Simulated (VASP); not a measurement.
Crystal: B3As2N.

```
N B As
1.0
    -1.57062    4.68639    2.20446
     1.57062   -4.68639    2.20446
     1.57062    4.68639   -2.20446
N B As
1 3 2
Direct
  0.98712 0.98712 0.00000
  0.18845 0.68845 0.50000
  0.64827 0.78655 0.86172
  0.92482 0.78655 0.13828
  0.33727 0.00067 0.33660
  0.66407 0.00067 0.66340
```

Base run:

| Property | Result |
| --- | --- |
| Program | VASP 6.6.1 |
| Functional | PBE |
| Potentials or basis | VASP PAW PBE potentials, release 64 (N, B, As) |
| Cutoff | 520 eV |
| k mesh | 10 × 10 × 10 |
| Occupations | fermi-dirac, width 0.02 eV |
| Spin | no spin polarisation |

Its results: band gap on the k mesh 0.23 eV (least direct gap 0.68 eV); pressure 3.0 GPa; largest force 0.281 eV/Å.

Q: The run is repeated on the same cell with these changes: functional from PBE to r2SCAN; occupations from fermi-dirac, width 0.02 eV to gaussian, width 0.01 eV. What comes out?

A: Band gap on the k mesh 0.41 eV (least direct gap 0.92 eV); pressure 0.5 GPa; largest force 0.046 eV/Å.

Caveats: semilocal functionals underestimate gaps, and a narrow one can read as zero; the PAW data sets were made with another functional, which shifts forces and pressure a little (at least some runs).

A k mesh can miss the band edges.
